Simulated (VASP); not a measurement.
# SrTlBr3 (Pm-3m) in VASP: settings compared

SrTlBr3 is run at these levels: PBE, r2SCAN; tasks: single point.

Program: VASP 6.6.1. These are calculated values, not measurements. Logs are shortened: lines on timing, memory, paths and dates and some standing lists are left out, and cuts for length are marked.

### 1 The cell of the first run

It takes space group Pm-3m (No. 221, cubic). Conventional cell: a = 5.903 Å, b = 5.903 Å, c = 5.903 Å, α = 90.00°, β = 90.00°, γ = 90.00°. Within 5.5 Å of Tl (site symmetry m-3m) lie 12 Br at 4.17 Å and 8 Sr at 5.11 Å. Sr (site symmetry m-3m) has 6 Br at 2.95 Å within 3.9 Å. Br (site symmetry 4/mmm) has 2 Sr at 2.95 Å within 3.9 Å.

### 2 Single point, PBE

The input, INCAR:

```
PREC = Accurate ; ENCUT = 520
EDIFF = 1E-6 ; ISMEAR = 0
SIGMA = 0.01 ; LREAL = False
LASPH = True ; NELM = 80
ALGO = Normal ; ISIF = 2
LWAVE = False ; LCHARG = True
GGA = PE ; LELF = True
LVHAR = True ; NBANDS = 30
```

The input, KPOINTS:

```
regular mesh
0
Gamma
  4 4 4
```

The input, POSCAR:

```
SrTlBr3
1.0
    5.9034020228      0.0000000000      0.0000000000
    0.0000000000      5.9034020228      0.0000000000
    0.0000000000      0.0000000000      5.9034020228
Tl Sr Br
1 1 3
Direct
    0.0000000000      0.0000000000      0.0000000000
    0.5000000000      0.5000000000      0.5000000000
    0.5000000000      0.5000000000      0.0000000000
    0.5000000000      0.0000000000      0.5000000000
    0.0000000000      0.5000000000      0.5000000000
```

Potentials or basis: VASP PAW PBE potentials, release 64 (Tl_d, Sr_sv, Br).

Started as:

```console
$ cat potpaw_PBE.64/Tl_d/POTCAR potpaw_PBE.64/Sr_sv/POTCAR potpaw_PBE.64/Br/POTCAR > POTCAR
$ mpirun -np 1 vasp_std > vasp.out
```

OUTCAR:

```text
PREC = Accurate
   ENCUT = 520
   EDIFF = 1E-6
   ISMEAR = 0
   LREAL = False
   LASPH = True
   NELM = 80
   ISIF = 2
   GGA = PE

 ion  position               nearest neighbor table
   1  0.000  0.000  0.000-
   2  0.500  0.500  0.500-   3 2.95   4 2.95   5 2.95   3 2.95   4 2.95   5 2.95
   3  0.500  0.500  0.000-   2 2.95   2 2.95
   4  0.500  0.000  0.500-   2 2.95   2 2.95
   5  0.000  0.500  0.500-   2 2.95   2 2.95

  LATTYP: Found a simple cubic cell.
 ALAT       =     5.9034020228

  Lattice vectors:

 A1 = (   5.9034020228,   0.0000000000,   0.0000000000)
 A2 = (   0.0000000000,   5.9034020228,   0.0000000000)
 A3 = (   0.0000000000,   0.0000000000,   5.9034020228)

Analysis of symmetry for initial positions (statically):
=====================================================================
 Subroutine PRICEL returns:
 Original cell was already a primitive cell.

 Routine SETGRP: Setting up the symmetry group for a
 simple cubic supercell.

 Subroutine GETGRP returns: Found 48 space group operations
 (whereof 48 operations were pure point group operations)
 out of a pool of 48 trial point group operations.

The static configuration has the point symmetry O_h .

Analysis of symmetry for dynamics (positions and initial velocities):
=====================================================================
 Subroutine PRICEL returns:
 Original cell was already a primitive cell.

 Routine SETGRP: Setting up the symmetry group for a
 simple cubic supercell.

 Subroutine GETGRP returns: Found 48 space group operations
 (whereof 48 operations were pure point group operations)
 out of a pool of 48 trial point group operations.

The dynamic configuration has the point symmetry O_h .

 Subroutine INISYM returns: Found 48 space group operations
 (whereof 48 operations are pure point group operations),
 and found     1 'primitive' translations

----------------------------------------------------------------------------------------

                                     Primitive cell

  volume of cell :     205.7345

  direct lattice vectors                    reciprocal lattice vectors
     5.903402023  0.000000000  0.000000000     0.169393851  0.000000000  0.000000000
     0.000000000  5.903402023  0.000000000     0.000000000  0.169393851  0.000000000
     0.000000000  0.000000000  5.903402023     0.000000000  0.000000000  0.169393851

  length of vectors
     5.903402023  5.903402023  5.903402023     0.169393851  0.169393851  0.169393851

  position of ions in fractional coordinates (direct lattice)
     0.000000000  0.000000000  0.000000000
     0.500000000  0.500000000  0.500000000
     0.500000000  0.500000000  0.000000000
     0.500000000  0.000000000  0.500000000
     0.000000000  0.500000000  0.500000000

  ion indices of the primitive-cell ions
   primitive index   ion index
                 1           1
                 2           2
                 3           3
                 4           4
                 5           5

----------------------------------------------------------------------------------------

 KPOINTS: regular mesh

Automatic generation of k-mesh.
 Grid dimensions read from file:
 generate k-points for:    4    4    4

 Generating k-lattice:

  Cartesian coordinates                     Fractional coordinates (reciprocal lattice)
     0.042348463  0.000000000  0.000000000     0.250000000  0.000000000  0.000000000
     0.000000000  0.042348463  0.000000000     0.000000000  0.250000000  0.000000000
     0.000000000  0.000000000  0.042348463     0.000000000  0.000000000  0.250000000

  Length of vectors
     0.042348463  0.042348463  0.042348463

  Shift w.r.t. Gamma in fractional coordinates (k-lattice)
     0.000000000  0.000000000  0.000000000

 Subroutine IBZKPT returns following result:
 ===========================================

 Found     10 irreducible k-points:

 Following reciprocal coordinates:
            Coordinates               Weight
  0.000000  0.000000  0.000000      1.000000
  0.250000  0.000000  0.000000      6.000000
  0.500000  0.000000  0.000000      3.000000
  0.250000  0.250000  0.000000     12.000000
  0.500000  0.250000  0.000000     12.000000
  0.500000  0.500000  0.000000      3.000000
  0.250000  0.250000  0.250000      8.000000
  0.500000  0.250000  0.250000     12.000000
  0.500000  0.500000  0.250000      6.000000
  0.500000  0.500000  0.500000      1.000000
   k-points           NKPTS =     10   k-points in BZ     NKDIM =     10   number of bands    NBANDS=     30
   number of dos      NEDOS =    301   number of ions     NIONS =      5
   total plane-waves  NPLWV = 110592
   dimension x,y,z NGX =    48 NGY =   48 NGZ =   48
   dimension x,y,z NGXF=    96 NGYF=   96 NGZF=   96
   ions per type =               1   1   3
   NGX,Y,Z   is equivalent  to a cutoff of  13.52, 13.52, 13.52 a.u.
   NGXF,Y,Z  is equivalent  to a cutoff of  27.03, 27.03, 27.03 a.u.
 SYSTEM =  unknown system
   PREC   = accura    normal or accurate (medium, high low for compatibility)
   ISTART =      0    job   : 0-new  1-cont  2-samecut
   ICHARG =      2    charge: 1-file 2-atom 10-const
   ISPIN  =      1    spin polarized calculation?
   LNONCOLLINEAR =      F non collinear calculations
   LSORBIT =      F    spin-orbit coupling
   LASPH  =      T    aspherical Exc in radial PAW
   ENCUT  =  520.0 eV  38.22 Ry    6.18 a.u.  10.98 10.98 10.98*2*pi/ulx,y,z
   NELM   =     80;   NELMIN=  2; NELMDL= -5     # of ELM steps
   EDIFF  = 0.1E-05   stopping-criterion for ELM
   LREAL  =      F    real-space projection
   EDIFFG = 0.1E-04   stopping-criterion for IOM
   NSW    =      0    number of steps for IOM
   IBRION =     -1    ionic relax: 0-MD 1-quasi-New 2-CG
   NFREE  =      0    steps in history (QN), initial steepest desc. (CG)
   ISIF   =      2    stress and relaxation
   ISYM   =      2    0-nonsym 1-usesym 2-fastsym
   POTIM  = 0.5000    time-step for ionic-motion
   TEBEG  =    0.0;   TEEND  =   0.0 temperature during run
   PSTRESS=    0.0 pullay stress
   NELECT =      44.0000    total number of electrons
   NUPDOWN=      -1.0000    fix difference up-down
   EMIN   =  10.00;   EMAX   =-10.00  energy-range for DOS
   EFERMI =   0.00;   METHOD = LEGACY
   ISMEAR =     0;   SIGMA  =   0.01  broadening in eV -4-tet -1-fermi 0-gaus
   EFERMI_NEDOS =   21; number of points for ismear=-14 and -15
   IALGO  =     38    algorithm
   IMIX   =      4    mixing-type and parameters
     AMIX     =   0.40;   BMIX     =  1.00
     AMIX_MAG =   1.60;   BMIX_MAG =  1.00
  volume/ion in A,a.u.               =      41.15       277.67
  Fermi-wavevector in a.u.,A,eV,Ry     =   0.979017  1.850073 13.040822  0.958473
  Thomas-Fermi vector in A             =   2.109837
   LORBIT       =      0    0 simple, 1 ext, 2 COOP (PROOUT), +10 PAW based schemes
   GGA     = PE    functional components
   LHFCALC =     F    Hartree Fock is set to
   AEXX    =    0.0000 exact exchange contribution
   IVDW    =     0    specifies the selected vdW correction
   LEPSILON=     F    determine dielectric tensor
   LRPA    =     F    only Hartree local field effects (RPA)
 non-spin polarized calculation
 Gauss-broadening in eV      SIGMA  =   0.01
  energy-cutoff  :      520.00
  volume of cell :      205.73
 maximum number of plane-waves:      5558
 NGX is ok and might be reduce to    48
   NGX = 21   NGY = 21   NGZ = 21

 number of electron      43.9999998 magnetization

 Free energy of the ion-electron system (eV)
  ---------------------------------------------------
  ext. energy  EPLUGINS =         0.00000000
  ---------------------------------------------------
  free energy    TOTEN  =       -16.45180434 eV

  energy without entropy =      -16.45180434  energy(sigma->0) =      -16.45180434

 E-fermi :  -0.6444     XC(G=0):  -7.3778

 val. band max:       -0.7593317240   @ k =   0.5000   0.5000   0.5000
 cond. band min:       2.4049797206   @ k =   0.5000   0.0000   0.0000
 fundamental gap:      3.1643114446
 Fermi energy:        -0.6443753946

 k-point     1 :       0.0000    0.0000    0.0000
  band No.  band energies     occupation
      1     -33.6692      2.00000
      2     -15.7794      2.00000
      3     -15.7794      2.00000
      4     -15.7794      2.00000
      5     -13.5676      2.00000
      6     -13.3581      2.00000
[... 22 lines left out ...]
     29       4.9835      0.00000
     30       6.0563      0.00000

 k-point     2 :       0.2500    0.0000    0.0000
  band No.  band energies     occupation
      1     -33.6691      2.00000
      2     -15.8671      2.00000
      3     -15.7790      2.00000
      4     -15.7790      2.00000
      5     -13.5160      2.00000
      6     -13.3569      2.00000
[... 22 lines left out ...]
     29       5.7170      0.00000
     30       6.2618      0.00000

 k-point     3 :       0.5000    0.0000    0.0000
  band No.  band energies     occupation
      1     -33.6690      2.00000
      2     -15.9460      2.00000
      3     -15.7785      2.00000
      4     -15.7785      2.00000
      5     -13.4956      2.00000
      6     -13.3557      2.00000
[... 22 lines left out ...]
     29       6.0283      0.00000
     30       6.3244      0.00000

 k-point     4 :       0.2500    0.2500    0.0000
  band No.  band energies     occupation
      1     -33.6690      2.00000
      2     -15.8674      2.00000
      3     -15.8658      2.00000
      4     -15.7785      2.00000
      5     -13.4568      2.00000
      6     -13.2646      2.00000
[... 22 lines left out ...]
     29       6.0653      0.00000
     30       6.9201      0.00000

 k-point     5 :       0.5000    0.2500    0.0000
  band No.  band energies     occupation
      1     -33.6689      2.00000
      2     -15.9454      2.00000
      3     -15.8660      2.00000
      4     -15.7781      2.00000
      5     -13.4394      2.00000
      6     -13.2448      2.00000
[... 22 lines left out ...]
     29       6.2573      0.00000
     30       7.2754      0.00000

 k-point     6 :       0.5000    0.5000    0.0000
  band No.  band energies     occupation
      1     -33.6688      2.00000
      2     -15.9448      2.00000
      3     -15.9448      2.00000
      4     -15.7777      2.00000
      5     -13.4259      2.00000
      6     -13.0971      2.00000
[... 22 lines left out ...]
     29       6.8452      0.00000
     30       7.9107      0.00000

 k-point     7 :       0.2500    0.2500    0.2500
  band No.  band energies     occupation
      1     -33.6689      2.00000
      2     -15.8676      2.00000
      3     -15.8653      2.00000
      4     -15.8653      2.00000
      5     -13.3300      2.00000
      6     -13.2237      2.00000
[... 22 lines left out ...]
     29       6.8250      0.00000
     30       7.3213      0.00000

 k-point     8 :       0.5000    0.2500    0.2500
  band No.  band energies     occupation
      1     -33.6688      2.00000
      2     -15.9448      2.00000
      3     -15.8663      2.00000
      4     -15.8648      2.00000
      5     -13.2940      2.00000
      6     -13.2230      2.00000
[... 22 lines left out ...]
     29       6.9113      0.00000
     30       7.1344      0.00000

 k-point     9 :       0.5000    0.5000    0.2500
  band No.  band energies     occupation
      1     -33.6687      2.00000
      2     -15.9442      2.00000
      3     -15.9442      2.00000
      4     -15.8650      2.00000
      5     -13.2585      2.00000
      6     -13.0969      2.00000
[... 22 lines left out ...]
     29       6.8920      0.00000
     30       7.4119      0.00000

 k-point    10 :       0.5000    0.5000    0.5000
  band No.  band energies     occupation
      1     -33.6686      2.00000
      2     -15.9437      2.00000
      3     -15.9437      2.00000
      4     -15.9437      2.00000
      5     -13.0966      2.00000
      6     -13.0966      2.00000
[... 22 lines left out ...]
     29       6.9468      0.00000
     30       6.9468      0.00000

------------------------ aborting loop because EDIFF is reached ----------------------------------------

  FORCE on cell =-STRESS in cart. coord.  units (eV):
  Direction    XX          YY          ZZ          XY          YZ          ZX
  --------------------------------------------------------------------------------------
  -------------------------------------------------------------------------------------
  Total        0.8144683      0.8144683      0.8144683      0.0000000      0.0000000     -0.0000000
  in kB        6.3427517      6.3427517      6.3427517      0.0000000      0.0000000     -0.0000000
  external PRESSURE =       6.3427517 kB  Pullay stress =       0.0000000 kB

 VOLUME and BASIS-vectors are now :
 -----------------------------------------------------------------------------
  energy-cutoff  :      520.00
  volume of cell :      205.73
      direct lattice vectors                 reciprocal lattice vectors
     5.903402023  0.000000000  0.000000000     0.169393851  0.000000000  0.000000000
     0.000000000  5.903402023  0.000000000     0.000000000  0.169393851  0.000000000
     0.000000000  0.000000000  5.903402023     0.000000000  0.000000000  0.169393851

 POSITION                                       TOTAL-FORCE (eV/Angst)
 -----------------------------------------------------------------------------------
      0.00000      0.00000      0.00000         0.000000      0.000000      0.000000
      2.95170      2.95170      2.95170         0.000000      0.000000      0.000000
      2.95170      2.95170      0.00000         0.000000      0.000000      0.000000
      2.95170      0.00000      2.95170         0.000000      0.000000      0.000000
      0.00000      2.95170      2.95170         0.000000      0.000000      0.000000
 -----------------------------------------------------------------------------------
    total drift:                                0.000000     -0.000000     -0.000000

  FREE ENERGIE OF THE ION-ELECTRON SYSTEM (eV)
  ---------------------------------------------------
  free  energy   TOTEN  =       -16.4518043417 eV

  energy  without entropy=      -16.4518043417  energy(sigma->0) =      -16.45180434
```

Run time: 77 s. Hardware: 1 thread of Intel Xeon 8259CL, shared host; peak memory 0.35 GiB.

What came out:

```yaml
Free_energy: -16.4518 eV
Pressure: 0.6 GPa
Band_gap_on_the_k_mesh: 3.16 eV (least direct gap 3.48 eV)
```

Caveat: spin-orbit coupling is left out, which moves the levels of the heavy elements.

### 3 Single point, r2SCAN

POSCAR is that of step 2.

The input, INCAR.step1:

```
PREC = Accurate
ENCUT = 520
ISMEAR = 0
SIGMA = 0.01
LREAL = False
LASPH = True
NELM = 100
NBANDS = 30
GGA = PE
ALGO = Normal
EDIFF = 1E-4
LWAVE = True
LCHARG = False
```

The input, INCAR.step2:

```
PREC = Accurate
ENCUT = 520
EDIFF = 1E-6
ISMEAR = 0
SIGMA = 0.01
LREAL = False
LASPH = True
NELM = 100
ALGO = Normal
ISIF = 2
LWAVE = False
LCHARG = False
METAGGA = R2SCAN
LMIXTAU = True
NBANDS = 30
ISTART = 1
```

KPOINTS is that of step 2.

Potentials or basis: VASP PAW PBE potentials, release 64 (Tl_d, Sr_sv, Br).

Started as:

```console
$ cat potpaw_PBE.64/Tl_d/POTCAR potpaw_PBE.64/Sr_sv/POTCAR potpaw_PBE.64/Br/POTCAR > POTCAR
$ cp INCAR.step1 INCAR
$ mpirun -np 1 vasp_std > vasp.out
$ cp INCAR.step2 INCAR
$ mpirun -np 1 vasp_std > vasp.out
```

It took 4 min on 1 thread of Intel Xeon 8259CL, shared host; peak memory 0.4 GiB.

Results (log left out):

| Item | Value |
| --- | --- |
| Free energy | -116.6493 eV |
| Pressure | 0.1 GPa |
| Band gap on the k mesh | 3.61 eV (least direct gap 3.94 eV) |

Levels at points of the mesh, in eV from the valence-band top:
| k point | band 19 | band 20 | band 21 | band 22 | band 23 | band 24 | band 25 | band 26 |
| --- | --- | --- | --- | --- | --- | --- | --- | --- |
| (0.00, 0.00, 0.00) | -0.48 | -0.29 | -0.29 | -0.29 | 5.02 | 5.02 | 5.02 | 5.89 |
| (0.50, 0.00, 0.00) | -0.59 | -0.57 | -0.32 | -0.32 | 3.61 | 4.62 | 4.62 | 6.01 |
| (0.50, 0.50, 0.00) | -0.84 | -0.76 | -0.76 | 0.00 | 4.24 | 4.33 | 4.33 | 7.24 |
| (0.50, 0.50, 0.50) | -1.37 | 0.00 | 0.00 | 0.00 | 4.88 | 4.88 | 4.88 | 7.66 |

Caveat: the PAW data sets were made with another functional, which shifts forces and pressure a little; spin-orbit coupling is left out, which moves the levels of the heavy elements. A k mesh can miss the band edges.
